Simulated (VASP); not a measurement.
# Ag (P6_3/mmc) in VASP: single point with PBE

Aim: the single point of Ag with PBE.

Program: VASP 6.6.1. These are calculated values, not measurements. Logs are shortened: lines on timing, memory, paths and dates and some standing lists are left out, and cuts for length are marked.

## 1. The cell of the first run

The structure is hexagonal, space group P6_3/mmc (No. 194). Conventional cell: a = 2.886 Å, b = 2.886 Å, c = 10.384 Å, α = 90.00°, β = 90.00°, γ = 120.00°. Ag (site symmetry 3m) has 10 Ag at 2.77 to 2.94 Å within 3.7 Å.

This isn't the form of Ag at room conditions, which is fcc.

## 2. Single point, PBE

File INCAR:

```
  PREC = Accurate
  ENCUT = 520
  EDIFF = 1E-6
  ISMEAR = 0
  SIGMA = 0.1
  LREAL = False
  LASPH = True
  NELM = 100
  ALGO = Fast
  ISIF = 2
  LWAVE = False
  LCHARG = True
  GGA = PE
  LELF = True
  LVHAR = True
  NBANDS = 30
```

File KPOINTS:

```
Automatic mesh
0
Gamma
  18 18 6
```

File POSCAR:

```
Ag
1.0
    2.8859075472      0.0000000000      0.0000000000
   -1.4429537736      2.4992692489      0.0000000000
    0.0000000000      0.0000000000     10.3844350684
Ag
4
Direct
    0.3333333333      0.6666666667      0.1163953477
    0.6666666667      0.3333333333      0.6163953477
    0.3333333333      0.6666666667      0.3836046523
    0.6666666667      0.3333333333      0.8836046523
```

Potentials or basis: VASP PAW PBE potentials, release 64 (Ag).

Launch:

```console
$ cat potpaw_PBE.64/Ag/POTCAR > POTCAR
$ mpirun -np 1 vasp_std > vasp.out
```

OUTCAR:

```text
PREC = Accurate
   ENCUT = 520
   EDIFF = 1E-6
   ISMEAR = 0
   LREAL = False
   LASPH = True
   NELM = 100
   ISIF = 2
   GGA = PE

 ion  position               nearest neighbor table
   1  0.333  0.667  0.116-   3 2.77   4 2.94   4 2.94   4 2.94
   2  0.667  0.333  0.616-   4 2.77   3 2.94   3 2.94   3 2.94
   3  0.333  0.667  0.384-   1 2.77   2 2.94   2 2.94   2 2.94
   4  0.667  0.333  0.884-   2 2.77   1 2.94   1 2.94   1 2.94

  LATTYP: Found a hexagonal cell.
 ALAT       =     2.8859075472
 C/A-ratio  =     3.5983256215

  Lattice vectors:

 A1 = (   2.8859075472,   0.0000000000,   0.0000000000)
 A2 = (  -1.4429537736,   2.4992692489,   0.0000000000)
 A3 = (   0.0000000000,   0.0000000000,  10.3844350684)

Analysis of symmetry for initial positions (statically):
=====================================================================
 Subroutine PRICEL returns:
 Original cell was already a primitive cell.

 Routine SETGRP: Setting up the symmetry group for a
 hexagonal supercell.

 Subroutine GETGRP returns: Found 24 space group operations
 (whereof 12 operations were pure point group operations)
 out of a pool of 24 trial point group operations.

The static configuration has the point symmetry D_3d.
 The point group associated with its full space group is D_6h.

Analysis of symmetry for dynamics (positions and initial velocities):
=====================================================================
 Subroutine PRICEL returns:
 Original cell was already a primitive cell.

 Routine SETGRP: Setting up the symmetry group for a
 hexagonal supercell.

 Subroutine GETGRP returns: Found 24 space group operations
 (whereof 12 operations were pure point group operations)
 out of a pool of 24 trial point group operations.

The dynamic configuration has the point symmetry D_3d.
 The point group associated with its full space group is D_6h.

 Subroutine INISYM returns: Found 24 space group operations
 (whereof 12 operations are pure point group operations),
 and found     1 'primitive' translations

----------------------------------------------------------------------------------------

                                     Primitive cell

  volume of cell :      74.8994

  direct lattice vectors                    reciprocal lattice vectors
     2.885907547  0.000000000  0.000000000     0.346511447  0.200058477  0.000000000
    -1.442953774  2.499269249  0.000000000     0.000000000  0.400116954  0.000000000
     0.000000000  0.000000000 10.384435068     0.000000000  0.000000000  0.096297968

  length of vectors
     2.885907547  2.885907547 10.384435068     0.400116954  0.400116954  0.096297968

  position of ions in fractional coordinates (direct lattice)
     0.333333333  0.666666667  0.116395348
     0.666666667  0.333333333  0.616395348
     0.333333333  0.666666667  0.383604652
     0.666666667  0.333333333  0.883604652

  ion indices of the primitive-cell ions
   primitive index   ion index
                 1           1
                 2           2
                 3           3
                 4           4

----------------------------------------------------------------------------------------

 KPOINTS: Automatic mesh

Automatic generation of k-mesh.
 Grid dimensions read from file:
 generate k-points for:   18   18    6

 Generating k-lattice:

  Cartesian coordinates                     Fractional coordinates (reciprocal lattice)
     0.019250636  0.011114360  0.000000000     0.055555556 -0.000000000  0.000000000
     0.000000000  0.022228720  0.000000000     0.000000000  0.055555556  0.000000000
     0.000000000  0.000000000  0.016049661     0.000000000  0.000000000  0.166666667

  Length of vectors
     0.022228720  0.022228720  0.016049661

  Shift w.r.t. Gamma in fractional coordinates (k-lattice)
     0.000000000  0.000000000  0.000000000

 Subroutine IBZKPT returns following result:
 ===========================================

 Found    148 irreducible k-points:

 Following reciprocal coordinates:
            Coordinates               Weight
  0.000000  0.000000  0.000000      1.000000
  0.055556  0.000000  0.000000      6.000000
  0.111111  0.000000  0.000000      6.000000
  0.166667 -0.000000  0.000000      6.000000
  0.222222  0.000000  0.000000      6.000000
  0.277778 -0.000000  0.000000      6.000000
[... 16 lines left out ...]
  0.333333  0.111111  0.000000     12.000000
  0.388889  0.111111  0.000000     12.000000
 [... further k-points ...]
   k-points           NKPTS =    148   k-points in BZ     NKDIM =    148   number of bands    NBANDS=     30
   number of dos      NEDOS =    301   number of ions     NIONS =      4
   total plane-waves  NPLWV =  46080
   dimension x,y,z NGX =    24 NGY =   24 NGZ =   80
   dimension x,y,z NGXF=    48 NGYF=   48 NGZF=  160
   ions per type =               4
   NGX,Y,Z   is equivalent  to a cutoff of  13.83, 13.83, 12.81 a.u.
   NGXF,Y,Z  is equivalent  to a cutoff of  27.65, 27.65, 25.61 a.u.
 SYSTEM =  unknown system
   PREC   = accura    normal or accurate (medium, high low for compatibility)
   ISTART =      0    job   : 0-new  1-cont  2-samecut
   ICHARG =      2    charge: 1-file 2-atom 10-const
   ISPIN  =      1    spin polarized calculation?
   LNONCOLLINEAR =      F non collinear calculations
   LSORBIT =      F    spin-orbit coupling
   LASPH  =      T    aspherical Exc in radial PAW
   ENCUT  =  520.0 eV  38.22 Ry    6.18 a.u.   5.37  5.37 19.31*2*pi/ulx,y,z
   NELM   =    100;   NELMIN=  2; NELMDL= -5     # of ELM steps
   EDIFF  = 0.1E-05   stopping-criterion for ELM
   LREAL  =      F    real-space projection
   EDIFFG = 0.1E-04   stopping-criterion for IOM
   NSW    =      0    number of steps for IOM
   IBRION =     -1    ionic relax: 0-MD 1-quasi-New 2-CG
   NFREE  =      0    steps in history (QN), initial steepest desc. (CG)
   ISIF   =      2    stress and relaxation
   ISYM   =      2    0-nonsym 1-usesym 2-fastsym
   POTIM  = 0.5000    time-step for ionic-motion
   TEBEG  =    0.0;   TEEND  =   0.0 temperature during run
   PSTRESS=    0.0 pullay stress
   NELECT =      44.0000    total number of electrons
   NUPDOWN=      -1.0000    fix difference up-down
   EMIN   =  10.00;   EMAX   =-10.00  energy-range for DOS
   EFERMI =   0.00;   METHOD = LEGACY
   ISMEAR =     0;   SIGMA  =   0.10  broadening in eV -4-tet -1-fermi 0-gaus
   EFERMI_NEDOS =   21; number of points for ismear=-14 and -15
   IALGO  =     68    algorithm
   IMIX   =      4    mixing-type and parameters
     AMIX     =   0.40;   BMIX     =  1.00
     AMIX_MAG =   1.60;   BMIX_MAG =  1.00
  volume/ion in A,a.u.               =      18.72       126.36
  Fermi-wavevector in a.u.,A,eV,Ry     =   1.371091  2.590986 25.577463  1.879891
  Thomas-Fermi vector in A             =   2.496819
   LORBIT       =      0    0 simple, 1 ext, 2 COOP (PROOUT), +10 PAW based schemes
   GGA     = PE    functional components
   LHFCALC =     F    Hartree Fock is set to
   AEXX    =    0.0000 exact exchange contribution
   IVDW    =     0    specifies the selected vdW correction
   LEPSILON=     F    determine dielectric tensor
   LRPA    =     F    only Hartree local field effects (RPA)
 non-spin polarized calculation
 RMM-DIIS sequential band-by-band and
 Gauss-broadening in eV      SIGMA  =   0.10
  energy-cutoff  :      520.00
  volume of cell :       74.90
 maximum number of plane-waves:      2061
 NGX is ok and might be reduce to    24
   NGX = 11   NGY = 11   NGZ = 39

 number of electron      43.9999993 magnetization

 Free energy of the ion-electron system (eV)
  ---------------------------------------------------
  ext. energy  EPLUGINS =         0.00000000
  ---------------------------------------------------
  free energy    TOTEN  =       -10.46880000 eV

  energy without entropy =      -10.46348378  energy(sigma->0) =      -10.46614189

 E-fermi :   7.2178     XC(G=0): -11.6231

 val. band max:        7.1864108691   @ k =   0.3889   0.1111   0.3333
 cond. band min:       7.2311610145   @ k =   0.5000  -0.0000   0.1667
 fundamental gap:      0.0447501455
 Fermi energy:         7.2178299709

 k-point     1 :       0.0000    0.0000    0.0000
  band No.  band energies     occupation
      1       0.0646      2.00000
      2       0.9947      2.00000
      3       1.0038      2.00000
      4       1.3713      2.00000
      5       1.8996      2.00000
      6       2.6559      2.00000
[... 22 lines left out ...]
     29      22.9594      0.00000
     30      23.7306      0.00000

 k-point     2 :       0.0556    0.0000    0.0000
  band No.  band energies     occupation
      1       0.1507      2.00000
      2       1.0585      2.00000
      3       1.0825      2.00000
      4       1.4316      2.00000
      5       1.9187      2.00000
      6       2.5496      2.00000
[... 22 lines left out ...]
     29      22.8621      0.00000
     30      23.5606      0.00000

 k-point     3 :       0.1111    0.0000    0.0000
  band No.  band energies     occupation
      1       0.3994      2.00000
      2       1.2326      2.00000
      3       1.3007      2.00000
      4       1.5965      2.00000
      5       1.9718      2.00000
      6       2.3645      2.00000
[... 22 lines left out ...]
     29      22.8771      0.00000
     30      22.9447      0.00000

 k-point     4 :       0.1667   -0.0000    0.0000
  band No.  band energies     occupation
      1       0.7724      2.00000
      2       1.4526      2.00000
      3       1.5801      2.00000
      4       1.8073      2.00000
      5       2.0439      2.00000
      6       2.1607      2.00000
[... 616 lines left out ...]
     29      17.7444      0.00000
     30      18.2804      0.00000

 k-point    23 :       0.3333    0.1111    0.0000
  band No.  band energies     occupation
      1       1.4577      2.00000
      2       1.4807      2.00000
      3       1.5431      2.00000
      4       1.6888      2.00000
      5       1.9108      2.00000
      6       2.0892      2.00000
[... 22 lines left out ...]
     29      17.1997      0.00000
     30      17.8523      0.00000

 k-point    24 :       0.3889    0.1111    0.0000
  band No.  band energies     occupation
      1       1.3679      2.00000
      2       1.4307      2.00000
      3       1.4634      2.00000
      4       1.6196      2.00000
      5       1.8432      2.00000
      6       2.0505      2.00000
[... 22 lines left out ...]
     29      16.5107      0.00000
     30      16.8344      0.00000

 [... further k-points ...]

------------------------ aborting loop because EDIFF is reached ----------------------------------------

  FORCE on cell =-STRESS in cart. coord.  units (eV):
  Direction    XX          YY          ZZ          XY          YZ          ZX
  --------------------------------------------------------------------------------------
  -------------------------------------------------------------------------------------
  Total       -0.0346767     -0.0346767     -0.0369763      0.0000000     -0.0000000      0.0000000
  in kB       -0.7417711     -0.7417711     -0.7909620      0.0000000     -0.0000000      0.0000000
  external PRESSURE =      -0.7581680 kB  Pullay stress =       0.0000000 kB

 VOLUME and BASIS-vectors are now :
 -----------------------------------------------------------------------------
  energy-cutoff  :      520.00
  volume of cell :       74.90
      direct lattice vectors                 reciprocal lattice vectors
     2.885907547  0.000000000  0.000000000     0.346511447  0.200058477  0.000000000
    -1.442953774  2.499269249  0.000000000     0.000000000  0.400116954  0.000000000
     0.000000000  0.000000000 10.384435068     0.000000000  0.000000000  0.096297968

 POSITION                                       TOTAL-FORCE (eV/Angst)
 -----------------------------------------------------------------------------------
     -0.00000      1.66618      1.20870         0.000000      0.000000      0.000865
      1.44295      0.83309      6.40092         0.000000      0.000000      0.000865
     -0.00000      1.66618      3.98352        -0.000000     -0.000000     -0.000865
      1.44295      0.83309      9.17574        -0.000000     -0.000000     -0.000865
 -----------------------------------------------------------------------------------
    total drift:                               -0.000000      0.000000     -0.000000

  FREE ENERGIE OF THE ION-ELECTRON SYSTEM (eV)
  ---------------------------------------------------
  free  energy   TOTEN  =       -10.4687999991 eV

  energy  without entropy=      -10.4634837820  energy(sigma->0) =      -10.46614189
```

Wall time 3.5 min (1 thread of Intel Xeon Platinum 8259CL at 2.50GHz (Skylake/Cascade Lake), shared host); peak memory 0.37 GiB.

Results:

```
Free energy            : -10.4688 eV
Pressure               : -0.1 GPa
Band gap on the k mesh : zero (bands 22 and 23 overlap by 6.76 eV)
```

Levels at points of the mesh, in eV from the Fermi level:
```tsv
k point	band 18	band 19	band 20	band 21	band 22	band 23	band 24	band 25	band 26	band 27
(0.00, 0.00, 0.00)	-3.41	-3.41	-3.39	-3.39	-2.97	-2.97	-0.68	2.02	7.75	9.33
(0.50, 0.00, 0.00)	-2.75	-2.71	-2.67	-0.06	1.01	1.84	2.42	3.16	3.22	6.26
(0.00, 0.00, 0.50)	-3.67	-3.10	-3.10	-3.10	-3.10	-2.52	-2.52	4.51	4.51	12.82
(0.50, 0.00, 0.50)	-2.79	-2.72	-2.72	0.43	0.43	2.20	2.20	3.35	3.35	5.95
```
